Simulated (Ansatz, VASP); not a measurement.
**One calculation of SiNi3, two programs**

File INCAR:

```
SYSTEM = SiNi3
ALGO = Normal
EDIFF = 1E-6
ENCUT = 590
GGA = PS
GGA_COMPAT = .False.
ISIF = 2
ISMEAR = 0
LASPH = .True.
LCHARG = .False.
LREAL = .False.
LWAVE = .False.
NBANDS = 37
NELM = 120
PREC = Accurate
SIGMA = 0.15
```

The input KPOINTS:

```
k-points
0
Gamma
  14 14 14
  0 0 0
```

Contents of POSCAR:

```
SiNi3
1.0
    3.4612457600      0.0000000000      0.0000000000
    0.0000000000      3.4612457600      0.0000000000
    0.0000000000      0.0000000000      3.4612457600
Si Ni
1 3
Direct
    0.0000000000      0.0000000000      0.0000000000
    0.0000000000      0.3266520087      0.5000000000
    0.5000000000      0.0000000000      0.5000000000
    0.5000000000      0.5000000000      0.0000000000
```

Input for Ansatz:

```yaml
crystal:
  lattice:
    - [3.46124576, 0.0, 0.0]
    - [0.0, 3.46124576, 0.0]
    - [0.0, 0.0, 3.46124576]
  atoms:
    - { symbol: Si, position: [0.0, 0.0, 0.0] }
    - { symbol: Ni, position: [0.0, 0.3266520087, 0.5] }
    - { symbol: Ni, position: [0.5, 0.0, 0.5] }
    - { symbol: Ni, position: [0.5, 0.5, 0.0] }
basis:
  ecutwfc: 420
kpoints:
  mp_grid: { grid: [14, 14, 14] }
hamiltonian:
  xc: pbesol
scf:
  occupations: { method: gaussian, width: 0.15 }
output:
  forces: true
  stress: true
  eigenvalues: true
```

Alike in both runs: task single point; functional PBEsol; k mesh 14 × 14 × 14; occupations gaussian, width 0.15 eV; no spin polarisation.

|  | VASP | Ansatz |
| --- | --- | --- |
| version | VASP 6.6.1 | Ansatz 0.2.0 |
| potentials or method | VASP PAW PBE potentials, release 64 (Si, Ni_sv_GW), cutoff 590 eV | scalar-relativistic, plane waves, PAW |
| valence electrons in the cell | 58 | 58 |

Ansatz gave:

| Item | Value |
| --- | --- |
| gap on the k mesh at the Fermi level (eV) | none |
| pressure (GPa) | 25.6 |
| traceless stress, the component that is largest in VASP (GPa) | 8.56 |
| rms of the force components (eV/Å) | 2.520 |

Question: Estimate VASP's values.

Answer: gap on the k mesh at the Fermi level (eV): none; pressure (GPa): 22.7; traceless stress, the component that is largest in VASP (GPa): 8.59; rms of the force components (eV/Å): 2.536.

VASP's potentials were made for PBE, not for PBEsol. Atom by atom the forces differ by 0.017 eV/Å (rms over components). A gap of «none» marks a metal or a gap that the smearing closes. The functional is the same, so the differences come from potentials, cutoffs and numerics.
